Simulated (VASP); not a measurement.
# TiAl (P-6m2) in VASP: further runs

TiAl is run at these levels: PBE; tasks: single point.

All numbers are computed with VASP 6.6.1; they aren't measurements. Logs are shortened: lines on timing, memory, paths and dates and some standing lists are left out, and cuts for length are marked.

### 1 The cell of the first run

Symmetry: P-6m2, No. 187, hexagonal system. Conventional cell: a = 2.898 Å, b = 2.898 Å, c = 4.798 Å, α = 90.00°, β = 90.00°, γ = 120.00°. Within 3.8 Å of Ti (site symmetry -6m2) lie 6 Ti at 2.90 Å and 6 Al at 2.92 Å. Al (site symmetry -6m2) has 6 Al at 2.90 Å and 6 Ti at 2.92 Å within 3.8 Å.

### 2 Single point, PBE (strained)

INCAR reads:

```
SYSTEM = TiAl
PREC = Accurate ; ENCUT = 520
EDIFF = 1E-7 ; ISMEAR = 0
SIGMA = 0.1 ; LREAL = .False.
LASPH = .True. ; NELM = 80
ALGO = Normal ; ISIF = 2
LWAVE = .False. ; LCHARG = .False.
GGA = PE ; NBANDS = 14
```

KPOINTS reads:

```
regular mesh
0
Gamma
  18 18 10
  0 0 0
```

POSCAR reads:

```
TiAl
1.0
    2.8976552123      0.0000000000      0.0000000000
   -1.4488276061      2.5094430253      0.0000000000
    0.0000000000      0.0000000000      4.7978419248
Ti Al
1 1
Direct
    0.0000000000      0.0000000000      0.0000000000
    0.3333333333      0.6666666667      0.5000000000
```

Potentials or basis: VASP PAW PBE potentials, release 64 (Ti_sv, Al).

The run is started by

```
> cat potpaw_PBE.64/Ti_sv/POTCAR potpaw_PBE.64/Al/POTCAR > POTCAR
> mpirun -np 1 vasp_std > vasp.out
```

OUTCAR:

```text
SYSTEM = TiAl
   PREC = Accurate
   ENCUT = 520
   EDIFF = 1E-7
   ISMEAR = 0
   LREAL = .False.
   LASPH = .True.
   NELM = 80
   ISIF = 2
   GGA = PE

 ion  position               nearest neighbor table
   1  0.000  0.000  0.000-   2 2.92   2 2.92   2 2.92   2 2.92   2 2.92   2 2.92
   2  0.333  0.667  0.500-   1 2.92   1 2.92   1 2.92   1 2.92   1 2.92   1 2.92

  LATTYP: Found a hexagonal cell.
 ALAT       =     2.8976552123
 C/A-ratio  =     1.6557670162

  Lattice vectors:

 A1 = (   2.8976552123,   0.0000000000,   0.0000000000)
 A2 = (  -1.4488276061,   2.5094430253,   0.0000000000)
 A3 = (   0.0000000000,   0.0000000000,   4.7978419248)

Analysis of symmetry for initial positions (statically):
=====================================================================
 Subroutine PRICEL returns:
 Original cell was already a primitive cell.

 Routine SETGRP: Setting up the symmetry group for a
 hexagonal supercell.

 Subroutine GETGRP returns: Found 12 space group operations
 (whereof 12 operations were pure point group operations)
 out of a pool of 24 trial point group operations.

The static configuration has the point symmetry D_3h.

Analysis of symmetry for dynamics (positions and initial velocities):
=====================================================================
 Subroutine PRICEL returns:
 Original cell was already a primitive cell.

 Routine SETGRP: Setting up the symmetry group for a
 hexagonal supercell.

 Subroutine GETGRP returns: Found 12 space group operations
 (whereof 12 operations were pure point group operations)
 out of a pool of 24 trial point group operations.

The dynamic configuration has the point symmetry D_3h.

 Subroutine INISYM returns: Found 12 space group operations
 (whereof 12 operations are pure point group operations),
 and found     1 'primitive' translations

----------------------------------------------------------------------------------------

                                     Primitive cell

  volume of cell :      34.8875

  direct lattice vectors                    reciprocal lattice vectors
     2.897655212  0.000000000  0.000000000     0.345106621  0.199247401  0.000000000
    -1.448827606  2.509443025  0.000000000     0.000000000  0.398494801  0.000000000
     0.000000000  0.000000000  4.797841925     0.000000000  0.000000000  0.208427042

  length of vectors
     2.897655212  2.897655212  4.797841925     0.398494801  0.398494801  0.208427042

  position of ions in fractional coordinates (direct lattice)
     0.000000000  0.000000000  0.000000000
     0.333333333  0.666666667  0.500000000

  ion indices of the primitive-cell ions
   primitive index   ion index
                 1           1
                 2           2

----------------------------------------------------------------------------------------

 KPOINTS: regular mesh

Automatic generation of k-mesh.
 Grid dimensions read from file:
 generate k-points for:   18   18   10

 Generating k-lattice:

  Cartesian coordinates                     Fractional coordinates (reciprocal lattice)
     0.019172590  0.011069300  0.000000000     0.055555556  0.000000000  0.000000000
     0.000000000  0.022138600  0.000000000     0.000000000  0.055555556  0.000000000
     0.000000000  0.000000000  0.020842704     0.000000000  0.000000000  0.100000000

  Length of vectors
     0.022138600  0.022138600  0.020842704

  Shift w.r.t. Gamma in fractional coordinates (k-lattice)
     0.000000000  0.000000000  0.000000000

 Subroutine IBZKPT returns following result:
 ===========================================

 Found    222 irreducible k-points:

 Following reciprocal coordinates:
            Coordinates               Weight
  0.000000  0.000000  0.000000      1.000000
  0.055556  0.000000  0.000000      6.000000
  0.111111  0.000000  0.000000      6.000000
  0.166667  0.000000  0.000000      6.000000
  0.222222  0.000000  0.000000      6.000000
  0.277778 -0.000000  0.000000      6.000000
[... 16 lines left out ...]
  0.333333  0.111111  0.000000     12.000000
  0.388889  0.111111  0.000000     12.000000
 [... further k-points ...]
   k-points           NKPTS =    222   k-points in BZ     NKDIM =    222   number of bands    NBANDS=     14
   number of dos      NEDOS =    301   number of ions     NIONS =      2
   total plane-waves  NPLWV =  20736
   dimension x,y,z NGX =    24 NGY =   24 NGZ =   36
   dimension x,y,z NGXF=    48 NGYF=   48 NGZF=   72
   ions per type =               1   1
   NGX,Y,Z   is equivalent  to a cutoff of  13.77, 13.77, 12.47 a.u.
   NGXF,Y,Z  is equivalent  to a cutoff of  27.54, 27.54, 24.95 a.u.
 SYSTEM =  TiAl
   PREC   = accura    normal or accurate (medium, high low for compatibility)
   ISTART =      0    job   : 0-new  1-cont  2-samecut
   ICHARG =      2    charge: 1-file 2-atom 10-const
   ISPIN  =      1    spin polarized calculation?
   LNONCOLLINEAR =      F non collinear calculations
   LSORBIT =      F    spin-orbit coupling
   LASPH  =      T    aspherical Exc in radial PAW
   ENCUT  =  520.0 eV  38.22 Ry    6.18 a.u.   5.39  5.39  8.92*2*pi/ulx,y,z
   NELM   =     80;   NELMIN=  2; NELMDL= -5     # of ELM steps
   EDIFF  = 0.1E-06   stopping-criterion for ELM
   LREAL  =      F    real-space projection
   EDIFFG = 0.1E-05   stopping-criterion for IOM
   NSW    =      0    number of steps for IOM
   IBRION =     -1    ionic relax: 0-MD 1-quasi-New 2-CG
   NFREE  =      0    steps in history (QN), initial steepest desc. (CG)
   ISIF   =      2    stress and relaxation
   ISYM   =      2    0-nonsym 1-usesym 2-fastsym
   POTIM  = 0.5000    time-step for ionic-motion
   TEBEG  =    0.0;   TEEND  =   0.0 temperature during run
   PSTRESS=    0.0 pullay stress
   NELECT =      15.0000    total number of electrons
   NUPDOWN=      -1.0000    fix difference up-down
   EMIN   =  10.00;   EMAX   =-10.00  energy-range for DOS
   EFERMI =   0.00;   METHOD = LEGACY
   ISMEAR =     0;   SIGMA  =   0.10  broadening in eV -4-tet -1-fermi 0-gaus
   EFERMI_NEDOS =   21; number of points for ismear=-14 and -15
   IALGO  =     38    algorithm
   IMIX   =      4    mixing-type and parameters
     AMIX     =   0.40;   BMIX     =  1.00
     AMIX_MAG =   1.60;   BMIX_MAG =  1.00
  volume/ion in A,a.u.               =      17.44       117.72
  Fermi-wavevector in a.u.,A,eV,Ry     =   1.235611  2.334967 20.772500  1.526736
  Thomas-Fermi vector in A             =   2.370254
   LORBIT       =      0    0 simple, 1 ext, 2 COOP (PROOUT), +10 PAW based schemes
   GGA     = PE    functional components
   LHFCALC =     F    Hartree Fock is set to
   AEXX    =    0.0000 exact exchange contribution
   IVDW    =     0    specifies the selected vdW correction
   LEPSILON=     F    determine dielectric tensor
   LRPA    =     F    only Hartree local field effects (RPA)
 non-spin polarized calculation
 Gauss-broadening in eV      SIGMA  =   0.10
  energy-cutoff  :      520.00
  volume of cell :       34.89
 maximum number of plane-waves:       966
 NGX is ok and might be reduce to    24
   NGX = 11   NGY = 11   NGZ = 17

 number of electron      14.9999997 magnetization

 Free energy of the ion-electron system (eV)
  ---------------------------------------------------
  ext. energy  EPLUGINS =         0.00000000
  ---------------------------------------------------
  free energy    TOTEN  =       -12.06140255 eV

  energy without entropy =      -12.04869334  energy(sigma->0) =      -12.05504795

 E-fermi :   7.4106     XC(G=0): -10.7373

 val. band max:        7.4101151618   @ k =   0.2222   0.1111   0.5000
 cond. band min:       7.4123365997   @ k =   0.3333   0.3333   0.5000
 fundamental gap:      0.0022214379
 Fermi energy:         7.4105608827

 k-point     1 :       0.0000    0.0000    0.0000
  band No.  band energies     occupation
      1     -49.2186      2.00000
      2     -25.5301      2.00000
      3     -25.1443      2.00000
      4     -25.1443      2.00000
      5      -1.3273      2.00000
      6       5.1012      2.00000
      7       5.4938      2.00000
      8       8.6403      0.00000
      9       8.6403      0.00000
     10      10.0653      0.00000
     11      10.0653      0.00000
     12      10.9146      0.00000
     13      20.0781      0.00000
     14      20.0781      0.00000

 k-point     2 :       0.0556    0.0000    0.0000
  band No.  band energies     occupation
      1     -49.2162      2.00000
      2     -25.5277      2.00000
      3     -25.1603      2.00000
      4     -25.1479      2.00000
      5      -1.2524      2.00000
      6       5.1841      2.00000
      7       5.5092      2.00000
      8       8.5705      0.00000
      9       8.7001      0.00000
     10      10.0454      0.00000
     11      10.0767      0.00000
     12      10.9329      0.00000
     13      18.7391      0.00000
     14      19.2755      0.00000

 k-point     3 :       0.1111    0.0000    0.0000
  band No.  band energies     occupation
      1     -49.2090      2.00000
      2     -25.5205      2.00000
      3     -25.2062      2.00000
      4     -25.1584      2.00000
      5      -1.0285      2.00000
      6       5.4232      2.00000
      7       5.5534      2.00000
      8       8.3791      0.00000
      9       8.8759      0.00000
     10       9.9886      0.00000
     11      10.1149      0.00000
     12      10.9848      0.00000
     13      16.9078      0.00000
     14      18.3570      0.00000
[... 324 lines left out ...]
 k-point    23 :       0.3333    0.1111    0.0000
  band No.  band energies     occupation
      1     -49.1424      2.00000
      2     -25.5894      2.00000
      3     -25.4545      2.00000
      4     -25.2848      2.00000
      5       2.3530      2.00000
      6       6.0340      2.00000
      7       6.2862      2.00000
      8       6.9833      2.00000
      9       9.0777      0.00000
     10      10.0819      0.00000
     11      11.1986      0.00000
     12      11.4807      0.00000
     13      12.4181      0.00000
     14      13.4745      0.00000

 k-point    24 :       0.3889    0.1111    0.0000
  band No.  band energies     occupation
      1     -49.1356      2.00000
      2     -25.6270      2.00000
      3     -25.4477      2.00000
      4     -25.2980      2.00000
      5       3.3112      2.00000
      6       5.5240      2.00000
      7       6.0975      2.00000
      8       6.6886      2.00000
      9       8.9628      0.00000
     10      10.3036      0.00000
     11      11.1638      0.00000
     12      11.8199      0.00000
     13      12.7084      0.00000
     14      13.5341      0.00000

 [... further k-points ...]

------------------------ aborting loop because EDIFF is reached ----------------------------------------

  FORCE on cell =-STRESS in cart. coord.  units (eV):
  Direction    XX          YY          ZZ          XY          YZ          ZX
  --------------------------------------------------------------------------------------
  -------------------------------------------------------------------------------------
  Total       -0.6941887     -0.6941887     -1.5384739     -0.0000000      0.0000000     -0.0000000
  in kB      -31.8799878    -31.8799878    -70.6530183     -0.0000000      0.0000000     -0.0000000
  external PRESSURE =     -44.8043313 kB  Pullay stress =       0.0000000 kB

 VOLUME and BASIS-vectors are now :
 -----------------------------------------------------------------------------
  energy-cutoff  :      520.00
  volume of cell :       34.89
      direct lattice vectors                 reciprocal lattice vectors
     2.897655212  0.000000000  0.000000000     0.345106621  0.199247401  0.000000000
    -1.448827606  2.509443025  0.000000000     0.000000000  0.398494801  0.000000000
     0.000000000  0.000000000  4.797841925     0.000000000  0.000000000  0.208427042

 POSITION                                       TOTAL-FORCE (eV/Angst)
 -----------------------------------------------------------------------------------
      0.00000      0.00000      0.00000        -0.000000      0.000000      0.000000
     -0.00000      1.67296      2.39892         0.000000      0.000000      0.000000
 -----------------------------------------------------------------------------------
    total drift:                                0.000000     -0.000000      0.000000

  FREE ENERGIE OF THE ION-ELECTRON SYSTEM (eV)
  ---------------------------------------------------
  free  energy   TOTEN  =       -12.0614025535 eV

  energy  without entropy=      -12.0486933396  energy(sigma->0) =      -12.05504795
```

Wall time 2.1 min (1 thread of Intel Xeon 8259CL, shared host); peak memory 0.24 GiB.

Results:

| Quantity | Value |
| --- | --- |
| Free energy | -12.0614 eV |
| Pressure | -4.5 GPa |
| Band gap on the k mesh | zero (an odd number of electrons rules out a gap without spin polarisation) |

Stress tensor (GPa, compression positive):
```
-3.19  0.00  0.00
 0.00 -3.19  0.00
 0.00  0.00 -7.07
```

Caveat: the cell differs from its parent crystal (strained); the cell stands under tension.

### 3 Single point, PBE (strained)

INCAR reads:

```
SYSTEM = TiAl
ALGO     = Fast           ! electronic algorithm
EDIFF    = 1E-7           ! SCF threshold, eV
ENCUT    = 520            ! plane-wave cutoff, eV
GGA      = PE             ! functional
ISIF     = 2              ! what is computed and relaxed
ISMEAR   = 0              ! smearing method
LASPH    = .TRUE.         ! aspherical terms in the spheres
LCHARG   = .FALSE.        ! write CHGCAR
LREAL    = .FALSE.        ! projectors in reciprocal space
LWAVE    = .FALSE.        ! write WAVECAR
NBANDS   = 14             ! bands
NELM     = 100            ! most SCF steps
PREC     = Accurate       ! precision mode
SIGMA    = 0.1            ! smearing width, eV
```

KPOINTS reads:

```
k-points
0
G
  18 18 10
  0 0 0
```

POSCAR reads:

```
TiAl
1.0
    2.9206506555      0.0000000000      0.0000000000
   -1.4603253277      2.5293576632      0.0000000000
    0.0000000000      0.0000000000      4.9055313955
Ti Al
1 1
Direct
    0.0000000000      0.0000000000      0.0000000000
    0.3333333333      0.6666666667      0.5000000000
```

Potentials or basis: VASP PAW PBE potentials, release 64 (Ti_sv, Al).

The run is started by

```
> cat potpaw_PBE.64/Ti_sv/POTCAR potpaw_PBE.64/Al/POTCAR > POTCAR
> mpirun -np 1 vasp_std > vasp.out
```

It took 5.7 min on 1 thread of Intel Xeon 8259CL, shared host; peak memory 0.25 GiB.

The run converged. Its results:

* Free energy: -12.0000 eV
* Pressure: -7.6 GPa
* Band gap on the k mesh: zero (an odd number of electrons rules out a gap without spin polarisation)

Stress tensor (GPa, compression positive):
```
 -5.71   0.00   0.00
  0.00  -5.71   0.00
  0.00   0.00 -11.41
```

Levels at points of the mesh, in eV from the Fermi level:
```csv
k point,band 4,band 5,band 6,band 7,band 8,band 9,band 10,band 11
"(0.00, 0.00, 0.00)",-32.65,-8.59,-2.34,-1.98,1.19,1.19,2.57,2.57
"(0.50, 0.00, 0.00)",-32.76,-3.45,-2.73,-1.36,-0.92,1.98,3.54,3.62
"(0.00, 0.00, 0.50)",-32.65,-7.85,-5.12,-0.52,1.20,1.20,2.52,2.52
"(0.50, 0.00, 0.50)",-32.76,-3.39,-2.36,-1.69,0.45,0.87,1.83,2.41
```

Caveat: the cell differs from its parent crystal (strained); the stress differs along the axes, from -11 to -6 GPa.
